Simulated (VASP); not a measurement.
# Ta (Pm-3n) in VASP: notebook

Runs on Ta. Level: LDA. Tasks: single point, relaxation of cell and atoms.

Everything below comes from runs of VASP 6.6.1. Logs are shortened: lines on timing, memory, paths and dates and some standing lists are left out, and cuts for length are marked.

### 1 The cell of the first run

It takes space group Pm-3n (No. 223, cubic). The conventional cell has a = 5.208 Å, b = 5.208 Å, c = 5.208 Å, α = 90.00°, β = 90.00°, γ = 90.00°. Within 3.8 Å of Ta (site symmetry m-3) lie 12 Ta at 2.91 Å. Within 3.4 Å of Ta (site symmetry -4m2) lie 14 Ta at 2.60 to 3.19 Å.

### 2 Single point, LDA

INCAR

```
SYSTEM = Ta
PREC     = Accurate       ! precision mode
ENCUT    = 520            ! plane-wave cutoff, eV
EDIFF    = 1E-7           ! SCF threshold, eV
ISMEAR   = -1             ! smearing method
SIGMA    = 0.1            ! smearing width, eV
LREAL    = .False.        ! projectors in reciprocal space
LASPH    = .True.         ! aspherical terms in the spheres
NELM     = 60             ! most SCF steps
ALGO     = Normal         ! electronic algorithm
ISIF     = 2              ! what is computed and relaxed
LWAVE    = .False.        ! write WAVECAR
LCHARG   = .False.        ! write CHGCAR
GGA      = CA             ! functional
NBANDS   = 54             ! bands
```

KPOINTS

```
Automatic mesh
0
Gamma
  5 5 5
  0 0 0
```

POSCAR

```
Ta
1.0
    5.2079084575      0.0000000000      0.0000000000
    0.0000000000      5.2079084575      0.0000000000
    0.0000000000      0.0000000000      5.2079084575
Ta
8
Direct
    1.0000000000      0.0000000000      0.0000000000
    0.5000000000      0.5000000000      0.5000000000
    0.2500000000      1.0000000000      0.5000000000
    0.7500000000      0.0000000000      0.5000000000
    0.5000000000      0.2500000000      1.0000000000
    0.5000000000      0.7500000000      1.0000000000
    0.0000000000      0.5000000000      0.2500000000
    0.0000000000      0.5000000000      0.7500000000
```

Potentials or basis: VASP PAW LDA potentials, release 64 (Ta_pv).

Started as:

```sh
$ cat potpaw_LDA.64/Ta_pv/POTCAR > POTCAR
$ mpirun -np 1 vasp_std > vasp.out
```

OUTCAR:

```text
SYSTEM = Ta
   PREC = Accurate
   ENCUT = 520
   EDIFF = 1E-7
   ISMEAR = -1
   LREAL = .False.
   LASPH = .True.
   NELM = 60
   ISIF = 2
   GGA = CA

 ion  position               nearest neighbor table
   1  0.000  0.000  0.000-   3 2.91   4 2.91   5 2.91   6 2.91   7 2.91   8 2.91   3 2.91   4 2.91
                             7 2.91   8 2.91   5 2.91   6 2.91
   2  0.500  0.500  0.500-   3 2.91   4 2.91   5 2.91   6 2.91   7 2.91   8 2.91   5 2.91   6 2.91
                             3 2.91   4 2.91   7 2.91   8 2.91
   3  0.250  0.000  0.500-   4 2.60   4 2.60   1 2.91   1 2.91   2 2.91   2 2.91   8 3.19   5 3.19
                             5 3.19   6 3.19   6 3.19   7 3.19   8 3.19   7 3.19
   4  0.750  0.000  0.500-   3 2.60   3 2.60   1 2.91   1 2.91   2 2.91   2 2.91   8 3.19   5 3.19
                             5 3.19   6 3.19   6 3.19   7 3.19   8 3.19   7 3.19
   5  0.500  0.250  0.000-   6 2.60   6 2.60   1 2.91   2 2.91   2 2.91   1 2.91   8 3.19   4 3.19
                             3 3.19   4 3.19   3 3.19   7 3.19   7 3.19   8 3.19
   6  0.500  0.750  0.000-   5 2.60   5 2.60   1 2.91   2 2.91   2 2.91   1 2.91   8 3.19   4 3.19
                             3 3.19   4 3.19   3 3.19   7 3.19   7 3.19   8 3.19
   7  0.000  0.500  0.250-   8 2.60   8 2.60   1 2.91   2 2.91   1 2.91   2 2.91   3 3.19   4 3.19
                             5 3.19   3 3.19   4 3.19   6 3.19   5 3.19   6 3.19
   8  0.000  0.500  0.750-   7 2.60   7 2.60   1 2.91   2 2.91   1 2.91   2 2.91   3 3.19   4 3.19
                             5 3.19   3 3.19   4 3.19   6 3.19   5 3.19   6 3.19

  LATTYP: Found a simple cubic cell.
 ALAT       =     5.2079084575

  Lattice vectors:

 A1 = (   5.2079084575,   0.0000000000,   0.0000000000)
 A2 = (   0.0000000000,   5.2079084575,   0.0000000000)
 A3 = (   0.0000000000,   0.0000000000,   5.2079084575)

Analysis of symmetry for initial positions (statically):
=====================================================================
 Subroutine PRICEL returns:
 Original cell was already a primitive cell.

 Routine SETGRP: Setting up the symmetry group for a
 simple cubic supercell.

 Subroutine GETGRP returns: Found 48 space group operations
 (whereof 24 operations were pure point group operations)
 out of a pool of 48 trial point group operations.

The static configuration has the point symmetry T_h .
 The point group associated with its full space group is O_h .

Analysis of symmetry for dynamics (positions and initial velocities):
=====================================================================
 Subroutine PRICEL returns:
 Original cell was already a primitive cell.

 Routine SETGRP: Setting up the symmetry group for a
 simple cubic supercell.

 Subroutine GETGRP returns: Found 48 space group operations
 (whereof 24 operations were pure point group operations)
 out of a pool of 48 trial point group operations.

The dynamic configuration has the point symmetry T_h .
 The point group associated with its full space group is O_h .

 Subroutine INISYM returns: Found 48 space group operations
 (whereof 24 operations are pure point group operations),
 and found     1 'primitive' translations

----------------------------------------------------------------------------------------

                                     Primitive cell

  volume of cell :     141.2505

  direct lattice vectors                    reciprocal lattice vectors
     5.207908458  0.000000000  0.000000000     0.192015664  0.000000000  0.000000000
     0.000000000  5.207908458  0.000000000     0.000000000  0.192015664  0.000000000
     0.000000000  0.000000000  5.207908458     0.000000000  0.000000000  0.192015664

  length of vectors
     5.207908458  5.207908458  5.207908458     0.192015664  0.192015664  0.192015664

  position of ions in fractional coordinates (direct lattice)
     0.000000000  0.000000000  0.000000000
     0.500000000  0.500000000  0.500000000
     0.250000000  0.000000000  0.500000000
     0.750000000  0.000000000  0.500000000
     0.500000000  0.250000000  0.000000000
     0.500000000  0.750000000  0.000000000
     0.000000000  0.500000000  0.250000000
     0.000000000  0.500000000  0.750000000

  ion indices of the primitive-cell ions
   primitive index   ion index
                 1           1
                 2           2
                 3           3
                 4           4
                 5           5
                 6           6
                 7           7
                 8           8

----------------------------------------------------------------------------------------

 KPOINTS: Automatic mesh

Automatic generation of k-mesh.
 Grid dimensions read from file:
 generate k-points for:    5    5    5

 Generating k-lattice:

  Cartesian coordinates                     Fractional coordinates (reciprocal lattice)
     0.038403133  0.000000000  0.000000000     0.200000000  0.000000000  0.000000000
     0.000000000  0.038403133  0.000000000     0.000000000  0.200000000  0.000000000
     0.000000000  0.000000000  0.038403133     0.000000000  0.000000000  0.200000000

  Length of vectors
     0.038403133  0.038403133  0.038403133

  Shift w.r.t. Gamma in fractional coordinates (k-lattice)
     0.000000000  0.000000000  0.000000000

 Subroutine IBZKPT returns following result:
 ===========================================

 Found     10 irreducible k-points:

 Following reciprocal coordinates:
            Coordinates               Weight
  0.000000  0.000000  0.000000      1.000000
  0.200000  0.000000  0.000000      6.000000
  0.400000  0.000000  0.000000      6.000000
  0.200000  0.200000  0.000000     12.000000
  0.400000  0.200000  0.000000     24.000000
  0.400000  0.400000  0.000000     12.000000
  0.200000  0.200000  0.200000      8.000000
  0.400000  0.200000  0.200000     24.000000
  0.400000  0.400000  0.200000     24.000000
  0.400000  0.400000  0.400000      8.000000
   k-points           NKPTS =     10   k-points in BZ     NKDIM =     10   number of bands    NBANDS=     54
   number of dos      NEDOS =    301   number of ions     NIONS =      8
   total plane-waves  NPLWV =  64000
   dimension x,y,z NGX =    40 NGY =   40 NGZ =   40
   dimension x,y,z NGXF=    80 NGYF=   80 NGZF=   80
   ions per type =               8
   NGX,Y,Z   is equivalent  to a cutoff of  12.77, 12.77, 12.77 a.u.
   NGXF,Y,Z  is equivalent  to a cutoff of  25.54, 25.54, 25.54 a.u.
 SYSTEM =  Ta
   PREC   = accura    normal or accurate (medium, high low for compatibility)
   ISTART =      0    job   : 0-new  1-cont  2-samecut
   ICHARG =      2    charge: 1-file 2-atom 10-const
   ISPIN  =      1    spin polarized calculation?
   LNONCOLLINEAR =      F non collinear calculations
   LSORBIT =      F    spin-orbit coupling
   LASPH  =      T    aspherical Exc in radial PAW
   ENCUT  =  520.0 eV  38.22 Ry    6.18 a.u.   9.68  9.68  9.68*2*pi/ulx,y,z
   NELM   =     60;   NELMIN=  2; NELMDL= -5     # of ELM steps
   EDIFF  = 0.1E-06   stopping-criterion for ELM
   LREAL  =      F    real-space projection
   EDIFFG = 0.1E-05   stopping-criterion for IOM
   NSW    =      0    number of steps for IOM
   IBRION =     -1    ionic relax: 0-MD 1-quasi-New 2-CG
   NFREE  =      0    steps in history (QN), initial steepest desc. (CG)
   ISIF   =      2    stress and relaxation
   ISYM   =      2    0-nonsym 1-usesym 2-fastsym
   POTIM  = 0.5000    time-step for ionic-motion
   TEBEG  =    0.0;   TEEND  =   0.0 temperature during run
   PSTRESS=    0.0 pullay stress
   NELECT =      88.0000    total number of electrons
   NUPDOWN=      -1.0000    fix difference up-down
   EMIN   =  10.00;   EMAX   =-10.00  energy-range for DOS
   EFERMI =   0.00;   METHOD = LEGACY
   ISMEAR =    -1;   SIGMA  =   0.10  broadening in eV -4-tet -1-fermi 0-gaus
   EFERMI_NEDOS =   21; number of points for ismear=-14 and -15
   IALGO  =     38    algorithm
   IMIX   =      4    mixing-type and parameters
     AMIX     =   0.40;   BMIX     =  1.00
     AMIX_MAG =   1.60;   BMIX_MAG =  1.00
  volume/ion in A,a.u.               =      17.66       119.15
  Fermi-wavevector in a.u.,A,eV,Ry     =   1.398210  2.642234 26.599267  1.954991
  Thomas-Fermi vector in A             =   2.521390
   LORBIT       =      0    0 simple, 1 ext, 2 COOP (PROOUT), +10 PAW based schemes
   GGA     = CA    functional components
   LHFCALC =     F    Hartree Fock is set to
   AEXX    =    0.0000 exact exchange contribution
   IVDW    =     0    specifies the selected vdW correction
   LEPSILON=     F    determine dielectric tensor
   LRPA    =     F    only Hartree local field effects (RPA)
 non-spin polarized calculation
  energy-cutoff  :      520.00
  volume of cell :      141.25
 maximum number of plane-waves:      3815
 NGX is ok and might be reduce to    40
   NGX = 19   NGY = 19   NGZ = 19

 number of electron      88.0000019 magnetization

 Free energy of the ion-electron system (eV)
  ---------------------------------------------------
  ext. energy  EPLUGINS =         0.00000000
  ---------------------------------------------------
  free energy    TOTEN  =      -102.27002916 eV

  energy without entropy =     -101.98339530  energy(sigma->0) =     -102.12671223

 E-fermi :   5.6633     XC(G=0): -12.8923

 val. band max:        5.6289862691   @ k =   0.2000   0.2000   0.0000
 cond. band min:       5.6756638096   @ k =   0.0000   0.0000   0.0000
 fundamental gap:      0.0466775405
 Fermi energy:         5.6633119405

 k-point     1 :       0.0000    0.0000    0.0000
  band No.  band energies     occupation
      1     -28.8992      2.00000
      2     -28.8992      2.00000
      3     -28.7484      2.00000
      4     -28.4261      2.00000
      5     -28.4261      2.00000
      6     -28.4261      2.00000
[... 46 lines left out ...]
     53       8.7806      0.00000
     54       8.7842      0.00000
[... 511 lines left out ...]
     53       9.1879      0.00000
     54       9.5178      0.00000

------------------------ aborting loop because EDIFF is reached ----------------------------------------

  FORCE on cell =-STRESS in cart. coord.  units (eV):
  Direction    XX          YY          ZZ          XY          YZ          ZX
  --------------------------------------------------------------------------------------
  -------------------------------------------------------------------------------------
  Total        0.7485239      0.7485239      0.7485239      0.0000000      0.0000000      0.0000000
  in kB        8.4903624      8.4903624      8.4903624      0.0000000      0.0000000      0.0000000
  external PRESSURE =       8.4903624 kB  Pullay stress =       0.0000000 kB

 VOLUME and BASIS-vectors are now :
 -----------------------------------------------------------------------------
  energy-cutoff  :      520.00
  volume of cell :      141.25
      direct lattice vectors                 reciprocal lattice vectors
     5.207908458  0.000000000  0.000000000     0.192015664  0.000000000  0.000000000
     0.000000000  5.207908458  0.000000000     0.000000000  0.192015664  0.000000000
     0.000000000  0.000000000  5.207908458     0.000000000  0.000000000  0.192015664

 POSITION                                       TOTAL-FORCE (eV/Angst)
 -----------------------------------------------------------------------------------
      0.00000      0.00000      0.00000         0.000000      0.000000     -0.000000
      2.60395      2.60395      2.60395         0.000000      0.000000     -0.000000
      1.30198      0.00000      2.60395        -0.000000      0.000000      0.000000
      3.90593      0.00000      2.60395         0.000000     -0.000000      0.000000
      2.60395      1.30198      0.00000         0.000000      0.000000      0.000000
      2.60395      3.90593      0.00000        -0.000000     -0.000000     -0.000000
      0.00000      2.60395      1.30198        -0.000000      0.000000      0.000000
      0.00000      2.60395      3.90593         0.000000     -0.000000     -0.000000
 -----------------------------------------------------------------------------------
    total drift:                               -0.000000     -0.000000      0.000000

  FREE ENERGIE OF THE ION-ELECTRON SYSTEM (eV)
  ---------------------------------------------------
  free  energy   TOTEN  =      -102.2700291568 eV

  energy  without entropy=     -101.9833953011  energy(sigma->0) =     -102.12671223
```

It took 52 s on 1 thread of Intel Xeon Platinum 8488C (Sapphire Rapids), shared host; peak memory 0.21 GiB.

Results:

- Free energy: -102.2700 eV
- Pressure: 0.8 GPa
- Band gap on the k mesh: zero (band 44 reaches 5.63 eV, above the bottom of band 45 at 5.36 eV)

Caveat: spin-orbit coupling is left out, which moves the levels of the heavy elements.

### 3 Single point, LDA

INCAR

```
PREC = Accurate ; ENCUT = 520
EDIFF = 1E-6 ; ISMEAR = -1
SIGMA = 0.1 ; LREAL = F
LASPH = T ; NELM = 80
ALGO = Normal ; ISIF = 2
LWAVE = F ; LCHARG = T
GGA = CA ; LELF = T
LVHAR = T ; NBANDS = 54
```

KPOINTS

```
regular mesh
0
Gamma
  7 7 7
```

POSCAR is that of step 2.

Potentials or basis: VASP PAW LDA potentials, release 64 (Ta_pv).

Started as:

```sh
$ cat potpaw_LDA.64/Ta_pv/POTCAR > POTCAR
$ mpirun -np 1 vasp_std > vasp.out
```

OUTCAR:

```text
PREC = Accurate
   ENCUT = 520
   EDIFF = 1E-6
   ISMEAR = -1
   LREAL = F
   LASPH = T
   NELM = 80
   ISIF = 2
   GGA = CA

 ion  position               nearest neighbor table
   1  0.000  0.000  0.000-   3 2.91   4 2.91   5 2.91   6 2.91   7 2.91   8 2.91   3 2.91   4 2.91
                             7 2.91   8 2.91   5 2.91   6 2.91
   2  0.500  0.500  0.500-   3 2.91   4 2.91   5 2.91   6 2.91   7 2.91   8 2.91   5 2.91   6 2.91
                             3 2.91   4 2.91   7 2.91   8 2.91
   3  0.250  0.000  0.500-   4 2.60   4 2.60   1 2.91   1 2.91   2 2.91   2 2.91   8 3.19   5 3.19
                             5 3.19   6 3.19   6 3.19   7 3.19   8 3.19   7 3.19
   4  0.750  0.000  0.500-   3 2.60   3 2.60   1 2.91   1 2.91   2 2.91   2 2.91   8 3.19   5 3.19
                             5 3.19   6 3.19   6 3.19   7 3.19   8 3.19   7 3.19
   5  0.500  0.250  0.000-   6 2.60   6 2.60   1 2.91   2 2.91   2 2.91   1 2.91   8 3.19   4 3.19
                             3 3.19   4 3.19   3 3.19   7 3.19   7 3.19   8 3.19
   6  0.500  0.750  0.000-   5 2.60   5 2.60   1 2.91   2 2.91   2 2.91   1 2.91   8 3.19   4 3.19
                             3 3.19   4 3.19   3 3.19   7 3.19   7 3.19   8 3.19
[... 208 lines left out ...]
      3     -28.7494      2.00000
      4     -28.4252      2.00000
      5     -28.4252      2.00000
      6     -28.4252      2.00000
[... 1129 lines left out ...]
     53       9.2868      0.00000
     54       9.3213      0.00000

------------------------ aborting loop because EDIFF is reached ----------------------------------------

  FORCE on cell =-STRESS in cart. coord.  units (eV):
  Direction    XX          YY          ZZ          XY          YZ          ZX
  --------------------------------------------------------------------------------------
  -------------------------------------------------------------------------------------
  Total        0.7166432      0.7166432      0.7166432      0.0000000     -0.0000000      0.0000000
  in kB        8.1287463      8.1287463      8.1287463      0.0000000     -0.0000000      0.0000000
  external PRESSURE =       8.1287463 kB  Pullay stress =       0.0000000 kB

 VOLUME and BASIS-vectors are now :
 -----------------------------------------------------------------------------
  energy-cutoff  :      520.00
  volume of cell :      141.25
      direct lattice vectors                 reciprocal lattice vectors
     5.207908458  0.000000000  0.000000000     0.192015664  0.000000000  0.000000000
     0.000000000  5.207908458  0.000000000     0.000000000  0.192015664  0.000000000
     0.000000000  0.000000000  5.207908458     0.000000000  0.000000000  0.192015664

 POSITION                                       TOTAL-FORCE (eV/Angst)
 -----------------------------------------------------------------------------------
      0.00000      0.00000      0.00000         0.000000     -0.000000     -0.000000
      2.60395      2.60395      2.60395         0.000000     -0.000000     -0.000000
      1.30198      0.00000      2.60395         0.000000      0.000000      0.000000
      3.90593      0.00000      2.60395        -0.000000     -0.000000     -0.000000
      2.60395      1.30198      0.00000        -0.000000      0.000000      0.000000
      2.60395      3.90593      0.00000         0.000000     -0.000000      0.000000
      0.00000      2.60395      1.30198         0.000000      0.000000     -0.000000
      0.00000      2.60395      3.90593        -0.000000     -0.000000      0.000000
 -----------------------------------------------------------------------------------
    total drift:                               -0.000000     -0.000000      0.000000

  FREE ENERGIE OF THE ION-ELECTRON SYSTEM (eV)
  ---------------------------------------------------
  free  energy   TOTEN  =      -102.2511673546 eV

  energy  without entropy=     -101.9643568925  energy(sigma->0) =     -102.10776212
```

stdout:

```text
POSCAR found type information on POSCAR Ta
 POSCAR found :  1 types and       8 ions
 scaLAPACK will be used
 LDA part: xc-table for (Slater(with rela. corr.)+CA(PZ))
 , standard interpolation
 POSCAR, INCAR and KPOINTS ok, starting setup
 FFT: planning ... GRIDC
 FFT: planning ... GRID_SOFT
 FFT: planning ... GRID
 WAVECAR not read
 entering main loop
```

Run time: 3.8 min. Hardware: 1 thread of Intel Xeon 8259CL, shared host; peak memory 0.26 GiB.

What came out:

```yaml
Free_energy: -102.2512 eV
Pressure: 0.8 GPa
Band_gap_on_the_k_mesh: zero (band 44 reaches 5.85 eV, above the bottom of band 45 at 5.29 eV)
```

Caveat: spin-orbit coupling is left out, which moves the levels of the heavy elements.

(Part 1 of 2 ends here.)
